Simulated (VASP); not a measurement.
# BN (I-4m2) in VASP: further runs

BN is run at these levels: r2SCAN; tasks: single point.

All numbers are computed with VASP 6.6.1; they aren't measurements. Logs are shortened: lines on timing, memory, paths and dates and some standing lists are left out, and cuts for length are marked.

## Step 1: The cell of the first run

Symmetry: I-4m2, No. 119, tetragonal system. The conventional cell has a = 2.865 Å, b = 2.865 Å, c = 2.865 Å, α = 90.00°, β = 90.00°, γ = 90.00°. B (site symmetry -4m2) has 4 N at 1.60 Å within 2.1 Å. Within 2.1 Å of N (site symmetry -4m2) lie 4 B at 1.60 Å.

## Step 2: Single point, r2SCAN

Input file POSCAR:

```
BN
1.0
    0.0000000000      2.0259369301      1.4323374096
    2.0259369301      0.0000000000      1.4323374096
    2.0259369301      2.0259369301      0.0000000000
B N
1 1
Direct
    0.0000000000      0.0000000000      0.0000000000
    0.7500000000      0.7500000000      0.7500000000
```

Input file INCAR.step1:

```
PREC = Accurate
ENCUT = 520
ISMEAR = 0
SIGMA = 0.05
LREAL = F
LASPH = T
NELM = 80
NBANDS = 11
GGA = PE
ALGO = Normal
EDIFF = 1E-4
LWAVE = T
LCHARG = F
```

Input file INCAR.step2:

```
PREC = Accurate
ENCUT = 520
EDIFF = 1E-6
ISMEAR = 0
SIGMA = 0.05
LREAL = F
LASPH = T
NELM = 80
ALGO = Normal
ISIF = 2
LWAVE = F
LCHARG = F
METAGGA = R2SCAN
LMIXTAU = T
NBANDS = 11
ISTART = 1
```

Input file KPOINTS:

```
regular mesh
0
Gamma
  12 12 12
```

Potentials or basis: VASP PAW PBE potentials, release 64 (B, N).

Started as:

```
> cat potpaw_PBE.64/B/POTCAR potpaw_PBE.64/N/POTCAR > POTCAR
> cp INCAR.step1 INCAR
> mpirun -np 1 vasp_std > vasp.out
> cp INCAR.step2 INCAR
> mpirun -np 1 vasp_std > vasp.out
```

OUTCAR:

```text
PREC = Accurate
   ENCUT = 520
   EDIFF = 1E-6
   ISMEAR = 0
   LREAL = F
   LASPH = T
   NELM = 80
   ISIF = 2
   METAGGA = R2SCAN
   ISTART = 1

 ion  position               nearest neighbor table
   1  0.000  0.000  0.000-   2 1.60   2 1.60   2 1.60   2 1.60
   2  0.750  0.750  0.750-   1 1.60   1 1.60   1 1.60   1 1.60

  LATTYP: Found a body centered tetragonal cell.
 ALAT       =     2.8651074831
 C/A-ratio  =     0.9998489886

  Lattice vectors:

 A1 = (   0.0000000000,  -2.0259369301,  -1.4323374096)
 A2 = (   0.0000000000,   2.0259369301,  -1.4323374096)
 A3 = (   2.0259369301,   0.0000000000,   1.4323374096)

Analysis of symmetry for initial positions (statically):
=====================================================================
 Subroutine PRICEL returns:
 Original cell was already a primitive cell.

 Routine SETGRP: Setting up the symmetry group for a
 body centered tetragonal supercell.

 Subroutine GETGRP returns: Found  8 space group operations
 (whereof  8 operations were pure point group operations)
 out of a pool of 16 trial point group operations.

The static configuration has the point symmetry D_2d.

Analysis of symmetry for dynamics (positions and initial velocities):
=====================================================================
 Subroutine PRICEL returns:
 Original cell was already a primitive cell.

 Routine SETGRP: Setting up the symmetry group for a
 body centered tetragonal supercell.

 Subroutine GETGRP returns: Found  8 space group operations
 (whereof  8 operations were pure point group operations)
 out of a pool of 16 trial point group operations.

The dynamic configuration has the point symmetry D_2d.

 Subroutine INISYM returns: Found  8 space group operations
 (whereof  8 operations are pure point group operations),
 and found     1 'primitive' translations

----------------------------------------------------------------------------------------

                                     Primitive cell

  volume of cell :      11.7578

  direct lattice vectors                    reciprocal lattice vectors
     0.000000000  2.025936930  1.432337410    -0.246799391  0.246799391  0.349079761
     2.025936930  0.000000000  1.432337410     0.246799391 -0.246799391  0.349079761
     2.025936930  2.025936930  0.000000000     0.246799391  0.246799391 -0.349079761

  length of vectors
     2.481130972  2.481130972  2.865107483     0.493636058  0.493636058  0.493636058

  position of ions in fractional coordinates (direct lattice)
     0.000000000  0.000000000  0.000000000
     0.750000000  0.750000000  0.750000000

  ion indices of the primitive-cell ions
   primitive index   ion index
                 1           1
                 2           2

----------------------------------------------------------------------------------------

 KPOINTS: regular mesh

Automatic generation of k-mesh.
 Grid dimensions read from file:
 generate k-points for:   12   12   12

 Generating k-lattice:

  Cartesian coordinates                     Fractional coordinates (reciprocal lattice)
    -0.020566616  0.020566616  0.029089980     0.083333333  0.000000000  0.000000000
     0.020566616 -0.020566616  0.029089980     0.000000000  0.083333333  0.000000000
     0.020566616  0.020566616 -0.029089980     0.000000000  0.000000000  0.083333333

  Length of vectors
     0.041136338  0.041136338  0.041136338

  Shift w.r.t. Gamma in fractional coordinates (k-lattice)
     0.000000000  0.000000000  0.000000000

 Subroutine IBZKPT returns following result:
 ===========================================

 Found    163 irreducible k-points:

 Following reciprocal coordinates:
            Coordinates               Weight
  0.000000  0.000000  0.000000      1.000000
  0.083333  0.000000  0.000000      8.000000
  0.166667  0.000000  0.000000      8.000000
  0.250000  0.000000  0.000000      8.000000
  0.333333 -0.000000  0.000000      8.000000
  0.416667  0.000000  0.000000      8.000000
[... 16 lines left out ...]
  0.500000  0.166667  0.000000      8.000000
 -0.416667  0.166667  0.000000      8.000000
 [... further k-points ...]
   k-points           NKPTS =    163   k-points in BZ     NKDIM =    163   number of bands    NBANDS=     11
   number of dos      NEDOS =    301   number of ions     NIONS =      2
   total plane-waves  NPLWV =   7776
   dimension x,y,z NGX =    18 NGY =   18 NGZ =   24
   dimension x,y,z NGXF=    36 NGYF=   36 NGZF=   48
   ions per type =               1   1
   NGX,Y,Z   is equivalent  to a cutoff of  12.06, 12.06, 13.93 a.u.
   NGXF,Y,Z  is equivalent  to a cutoff of  24.12, 24.12, 27.85 a.u.
 SYSTEM =  unknown system
   PREC   = accura    normal or accurate (medium, high low for compatibility)
   ISTART =      1    job   : 0-new  1-cont  2-samecut
   ICHARG =      0    charge: 1-file 2-atom 10-const
   ISPIN  =      1    spin polarized calculation?
   LNONCOLLINEAR =      F non collinear calculations
[... 56 lines left out ...]
 fundamental gap:      1.2984841955
 Fermi energy:         9.3125768342

 k-point     1 :       0.0000    0.0000    0.0000
  band No.  band energies     occupation
      1     -13.7685      2.00000
      2       6.7616      2.00000
      3       6.7616      2.00000
      4       9.0800      2.00000
      5      16.7119      0.00000
      6      18.0821      0.00000
      7      18.9948      0.00000
      8      18.9948      0.00000
      9      28.2573      0.00000
     10      33.1553      0.00000
     11      33.4269      0.00000

 k-point     2 :       0.0833    0.0000    0.0000
  band No.  band energies     occupation
      1     -13.5781      2.00000
      2       6.2534      2.00000
      3       6.4816      2.00000
      4       8.7014      2.00000
      5      16.3319      0.00000
      6      18.4453      0.00000
      7      18.9892      0.00000
      8      19.5518      0.00000
      9      28.2493      0.00000
     10      31.4164      0.00000
     11      34.5856      0.00000

 k-point     3 :       0.1667    0.0000    0.0000
  band No.  band energies     occupation
      1     -13.0141      2.00000
      2       4.6305      2.00000
      3       5.7908      2.00000
      4       8.1237      2.00000
      5      15.5616      0.00000
      6      18.7566      0.00000
      7      19.2117      0.00000
      8      20.8861      0.00000
      9      28.9729      0.00000
     10      30.7366      0.00000
     11      34.9919      0.00000

 k-point     4 :       0.2500    0.0000    0.0000
  band No.  band energies     occupation
      1     -12.1022      2.00000
      2       2.2873      2.00000
      3       4.9776      2.00000
      4       7.6895      2.00000
      5      14.7988      0.00000
      6      18.1926      0.00000
      7      20.0970      0.00000
      8      22.4798      0.00000
      9      30.8465      0.00000
     10      30.9584      0.00000
     11      35.2097      0.00000

 k-point     5 :       0.3333   -0.0000    0.0000
  band No.  band energies     occupation
      1     -10.9124      2.00000
      2      -0.1845      2.00000
      3       4.2706      2.00000
      4       7.3578      2.00000
      5      14.2170      0.00000
      6      17.5579      0.00000
      7      21.0391      0.00000
      8      23.8348      0.00000
      9      31.6649      0.00000
     10      33.3757      0.00000
     11      35.1941      0.00000
[... 211 lines left out ...]
 k-point    21 :       0.3333    0.1667    0.0000
  band No.  band energies     occupation
      1     -10.2050      2.00000
      2       0.4639      2.00000
      3       3.0491      2.00000
      4       5.6847      2.00000
      5      13.3353      0.00000
      6      19.1728      0.00000
      7      19.7355      0.00000
      8      22.3049      0.00000
      9      34.2974      0.00000
     10      35.2802      0.00000
     11      37.3751      0.00000

 k-point    22 :       0.4167    0.1667    0.0000
  band No.  band energies     occupation
      1      -9.0022      2.00000
      2      -1.5944      2.00000
      3       2.5507      2.00000
      4       5.6551      2.00000
      5      13.4718      0.00000
      6      19.2767      0.00000
      7      19.5841      0.00000
      8      23.0005      0.00000
      9      33.9364      0.00000
     10      36.4813      0.00000
     11      36.7321      0.00000

 k-point    23 :       0.5000    0.1667    0.0000
  band No.  band energies     occupation
      1      -8.3909      2.00000
      2      -2.5490      2.00000
      3       2.3794      2.00000
      4       5.6050      2.00000
      5      13.7054      0.00000
      6      19.5492      0.00000
      7      19.9495      0.00000
      8      23.0348      0.00000
      9      32.6045      0.00000
     10      35.4748      0.00000
     11      36.7778      0.00000

 k-point    24 :      -0.4167    0.1667    0.0000
  band No.  band energies     occupation
      1      -9.0215      2.00000
      2      -1.7330      2.00000
      3       2.5528      2.00000
      4       5.5918      2.00000
      5      13.9196      0.00000
      6      19.7112      0.00000
      7      21.1855      0.00000
      8      22.7081      0.00000
      9      30.9685      0.00000
     10      33.7962      0.00000
     11      34.8804      0.00000

 [... further k-points ...]
[... 5 lines left out ...]
  --------------------------------------------------------------------------------------
  -------------------------------------------------------------------------------------
  Total       -3.6227381     -3.6227381      6.6790016      0.0000000      0.0000000      0.0000000
  in kB     -493.6513759   -493.6513759    910.1122479      0.0000000      0.0000000      0.0000000
  external PRESSURE =     -25.7301680 kB  Pullay stress =       0.0000000 kB

 VOLUME and BASIS-vectors are now :
 -----------------------------------------------------------------------------
  energy-cutoff  :      520.00
  volume of cell :       11.76
      direct lattice vectors                 reciprocal lattice vectors
     0.000000000  2.025936930  1.432337410    -0.246799391  0.246799391  0.349079761
     2.025936930  0.000000000  1.432337410     0.246799391 -0.246799391  0.349079761
     2.025936930  2.025936930  0.000000000     0.246799391  0.246799391 -0.349079761

 POSITION                                       TOTAL-FORCE (eV/Angst)
 -----------------------------------------------------------------------------------
      0.00000      0.00000      0.00000         0.000000      0.000000      0.000000
      3.03891      3.03891      2.14851         0.000000      0.000000     -0.000000
 -----------------------------------------------------------------------------------
    total drift:                               -0.000056     -0.000056      0.000038

  FREE ENERGIE OF THE ION-ELECTRON SYSTEM (eV)
  ---------------------------------------------------
  free  energy   TOTEN  =       -17.7998980964 eV

  energy  without entropy=      -17.7998980964  energy(sigma->0) =      -17.79989810
```

Wall time 45 s (1 thread of AMD EPYC 9R45 (Zen 5), shared host); peak memory 0.1 GiB.

What came out:

```
Free energy            : -17.7999 eV
Pressure               : -2.6 GPa
Band gap on the k mesh : 1.30 eV, indirect (least direct gap 6.69 eV)
```

Caveat: the PAW data sets were made with another functional, which shifts forces and pressure a little.

## Step 3: Single point, r2SCAN

This run uses another cell than the first one, of the same volume but with other edges.

Input file POSCAR:

```
BN
1.0
    0.0000000000      1.6079872071      2.2736939108
    1.6079872071      0.0000000000      2.2736939108
    1.6079872071      1.6079872071      0.0000000000
B N
1 1
Direct
    0.0000000000      0.0000000000      0.0000000000
    0.7500000000      0.7500000000      0.7500000000
```

Input file INCAR.step1:

```
SYSTEM = BN
PREC = Accurate ; ENCUT = 520
ISMEAR = 0 ; SIGMA = 0.05
LREAL = .False. ; LASPH = .True.
NELM = 60 ; NBANDS = 11
GGA = PE ; ALGO = Normal
EDIFF = 1E-4 ; LWAVE = .True.
LCHARG = .False.
```

Input file INCAR.step2:

```
SYSTEM = BN
PREC = Accurate ; ENCUT = 520
EDIFF = 1E-7 ; ISMEAR = 0
SIGMA = 0.05 ; LREAL = .False.
LASPH = .True. ; NELM = 60
ALGO = Normal ; ISIF = 2
LWAVE = .False. ; LCHARG = .False.
METAGGA = R2SCAN ; LMIXTAU = .True.
NBANDS = 11 ; ISTART = 1
```

Input file KPOINTS:

```
regular mesh
0
Gamma
  12 12 12
  0 0 0
```

Potentials or basis: VASP PAW PBE potentials, release 64 (B, N).

Started as:

```
> cat potpaw_PBE.64/B/POTCAR potpaw_PBE.64/N/POTCAR > POTCAR
> cp INCAR.step1 INCAR
> mpirun -np 1 vasp_std > vasp.out
> cp INCAR.step2 INCAR
> mpirun -np 1 vasp_std > vasp.out
```

It took 56 s on 1 thread of AMD EPYC 9R45 (Zen 5), shared host; peak memory 0.11 GiB.

It converged, with:

```
Free energy            : -16.6728 eV
Pressure               : 6.7 GPa
Band gap on the k mesh : 1.26 eV, indirect (least direct gap 2.46 eV)
```

Stress tensor (GPa, compression positive):
```
 115.51    0.00    0.00
   0.00  115.51    0.00
   0.00    0.00 -210.84
```

Levels at points of the mesh, in eV from the valence-band top:
```csv
k point,band 1,band 2,band 3,band 4,band 5,band 6,band 7,band 8,band 9
"(0.00, 0.00, 0.00)",-23.50,-5.86,-0.22,-0.22,5.65,7.53,7.53,10.06,17.59
"(0.50, 0.00, 0.00)",-18.73,-13.05,-7.00,-0.54,1.92,11.18,13.21,14.44,21.57
"(0.50, 0.50, 0.00)",-20.07,-14.60,-3.32,-3.32,7.92,13.16,14.94,15.26,15.26
"(0.50, 0.00, 0.50)",-15.86,-9.57,-7.99,-7.96,1.26,5.60,11.39,14.62,18.46
```

Caveat: the PAW data sets were made with another functional, which shifts forces and pressure a little. A k mesh can miss the band edges.

## Step 4: Single point, r2SCAN

This run uses another cell than the first one, of the same volume but with other edges.

Input file POSCAR:

```
BN
1.0
    0.0000000000      1.9052826696      1.6194902692
    1.9052826696      0.0000000000      1.6194902692
    1.9052826696      1.9052826696      0.0000000000
B N
1 1
Direct
    0.0000000000      0.0000000000      0.0000000000
    0.7500000000      0.7500000000      0.7500000000
```

INCAR.step1: that of step 3 with these lines changed.

```diff
@@ -4,3 +4,3 @@
 LREAL = .False. ; LASPH = .True.
-NELM = 60 ; NBANDS = 11
+NELM = 80 ; NBANDS = 11
 GGA = PE ; ALGO = Normal
```

Input file INCAR.step2:

```
SYSTEM = BN
PREC = Accurate ; ENCUT = 520
EDIFF = 1E-7 ; ISMEAR = 0
SIGMA = 0.05 ; LREAL = .False.
LASPH = .True. ; NELM = 80
ALGO = Normal ; ISIF = 2
LWAVE = .False. ; LCHARG = .True.
METAGGA = R2SCAN ; LMIXTAU = .True.
LELF = .True. ; LVHAR = .True.
NBANDS = 11 ; ISTART = 1
```

Input file KPOINTS:

```
Automatic mesh
0
Gamma
  12 12 12
  0 0 0
```

Started as:

```
> cat potpaw_PBE.64/B/POTCAR potpaw_PBE.64/N/POTCAR > POTCAR
> cp INCAR.step1 INCAR
> mpirun -np 1 vasp_std > vasp.out
> cp INCAR.step2 INCAR
> mpirun -np 1 vasp_std > vasp.out
```

Run time: 52 s. Hardware: 1 thread of AMD EPYC 9R45 (Zen 5), shared host; peak memory 0.1 GiB.

It converged, with:

```yaml
Free_energy: -18.8162 eV
Pressure: 0.5 GPa
Band_gap_on_the_k_mesh: 2.56 eV, indirect (least direct gap 8.21 eV)
```

Stress tensor (GPa, compression positive):
```
-26.89   0.00   0.00
  0.00 -26.89   0.00
  0.00   0.00  55.36
```

Levels at points of the mesh, in eV from the valence-band top:
```csv
k point,band 1,band 2,band 3,band 4,band 5,band 6,band 7,band 8,band 9
"(0.00, 0.00, 0.00)",-22.17,-1.26,-1.26,0.00,8.21,9.34,9.34,10.19,23.90
"(0.50, 0.00, 0.00)",-17.76,-11.89,-3.97,-1.77,7.83,9.66,13.48,15.87,23.69
"(0.50, 0.50, 0.00)",-15.16,-8.45,-7.34,-7.34,2.56,6.37,18.52,18.52,23.46
"(0.50, 0.00, 0.50)",-16.99,-10.95,-5.05,-4.92,5.32,10.54,16.39,18.24,19.82
```

Caveat: the PAW data sets were made with another functional, which shifts forces and pressure a little.

## Step 5: Single point, r2SCAN

This run uses another cell than the first one, of the same volume but with other edges.

Input file POSCAR:

```
BN
1.0
    0.0000000000      1.6983947696      2.0380737236
    1.6983947696      0.0000000000      2.0380737236
    1.6983947696      1.6983947696      0.0000000000
B N
1 1
Direct
    0.0000000000      0.0000000000      0.0000000000
    0.7500000000      0.7500000000      0.7500000000
```

Input file INCAR.step1:

```
ALGO = Normal ; EDIFF = 1E-4
ENCUT = 520 ; GGA = PE
ISMEAR = 0 ; LASPH = True
LCHARG = False ; LREAL = False
LWAVE = True ; NBANDS = 11
NELM = 60 ; PREC = Accurate
SIGMA = 0.05
```

Input file INCAR.step2:

```
ALGO = Normal ; EDIFF = 1E-6
ENCUT = 520 ; ISIF = 2
ISMEAR = 0 ; ISTART = 1
LASPH = True ; LCHARG = True
LELF = True ; LMIXTAU = True
LREAL = False ; LVHAR = True
LWAVE = False ; METAGGA = R2SCAN
NBANDS = 11 ; NELM = 60
PREC = Accurate ; SIGMA = 0.05
```

Input file KPOINTS:

```
k-points
0
Gamma
  12 12 12
```

Started as:

```
> cat potpaw_PBE.64/B/POTCAR potpaw_PBE.64/N/POTCAR > POTCAR
> cp INCAR.step1 INCAR
> mpirun -np 1 vasp_std > vasp.out
> cp INCAR.step2 INCAR
> mpirun -np 1 vasp_std > vasp.out
```

Wall time 45 s (1 thread of AMD EPYC 9R45 (Zen 5), shared host); peak memory 0.1 GiB.

Results (log left out):

```yaml
Free_energy: -18.5549 eV
Pressure: 1.8 GPa
Band_gap_on_the_k_mesh: 3.26 eV, indirect (least direct gap 7.60 eV)
```

Stress tensor (GPa, compression positive):
```
 51.18   0.00   0.00
  0.00  51.18   0.00
  0.00   0.00 -97.04
```

Levels at points of the mesh, in eV from the valence-band top:
```csv
k point,band 1,band 2,band 3,band 4,band 5,band 6,band 7,band 8,band 9
"(0.00, 0.00, 0.00)",-22.16,-2.46,0.00,0.00,8.58,8.58,9.78,9.92,21.68
"(0.50, 0.00, 0.00)",-17.72,-11.87,-4.39,-1.13,6.46,11.71,13.27,15.67,23.46
"(0.50, 0.50, 0.00)",-17.76,-11.86,-4.02,-4.02,6.65,12.01,17.81,17.81,18.69
"(0.50, 0.00, 0.50)",-15.56,-9.21,-6.56,-6.51,3.26,7.76,15.96,18.44,21.67
```

Caveat: the PAW data sets were made with another functional, which shifts forces and pressure a little. A k mesh can miss the band edges.

## Step 6: The runs side by side

```tsv
cell	gap on the mesh (eV)	pressure (GPa)
a = 2.481, b = 2.481, c = 2.865 Å, angles 54.7, 54.7, 70.5°, 2 atoms	1.30	-2.6
a = 2.785, b = 2.785, c = 2.274 Å, angles 65.9, 65.9, 48.2°, 2 atoms	1.26	6.7
a = 2.501, b = 2.501, c = 2.694 Å, angles 57.4, 57.4, 65.2°, 2 atoms	2.56	0.5
a = 2.653, b = 2.653, c = 2.402 Å, angles 63.1, 63.1, 53.8°, 2 atoms	3.26	1.8
```

Alike in all rows: task single point; level r2SCAN; potentials or basis VASP PAW PBE potentials, release 64 (B, N); no spin polarisation; k mesh 12 × 12 × 12; cutoff (eV) 520; smearing gaussian 0.05 eV.

Caveats: the PAW data sets were made with another functional, which shifts forces and pressure a little.

Absolute energies hang on the potentials; compare differences alone.
